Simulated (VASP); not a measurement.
WC (Qusongite), 2 atoms in the cell. It takes space group P-6m2 (No. 187, hexagonal). The conventional cell has a = 2.902 Å, b = 2.902 Å, c = 2.833 Å, α = 90.00°, β = 90.00°, γ = 120.00°. W (site symmetry -6m2) has 6 C at 2.19 Å and 2 W at 2.83 Å within 2.9 Å. C (site symmetry -6m2) has 6 W at 2.19 Å and 2 C at 2.83 Å within 2.9 Å. 

* Program: VASP 6.6.1
* Task: single point
* Functional: PBE
* Dispersion: D3(BJ)
* Potentials or basis: VASP PAW PBE potentials, release 64 (W_sv, C)
* Cutoff: 520 eV
* k mesh: 11 × 11 × 10
* Occupations: methfessel-paxton, width 0.1 eV
* Spin: no spin polarisation
* Dipole correction: no
* Further INCAR settings: ALGO = Normal; EDIFF = 1e-06; NBANDS = 16

Potentials or basis: VASP PAW PBE potentials, release 64 (W_sv, C).

Run with:

```sh
$ cat potpaw_PBE.64/W_sv/POTCAR potpaw_PBE.64/C/POTCAR > POTCAR
$ mpirun -np 1 vasp_std > vasp.out
```

Hardware: 1 thread of Intel Xeon 6975P-C (shared host).

Problem. Estimate the wall time of this run.

Solution. Run time: 46 s on 1 thread of Intel Xeon 6975P-C (shared host), peak memory 0.17 GiB. Counts: scf iterations 13, k points 96.
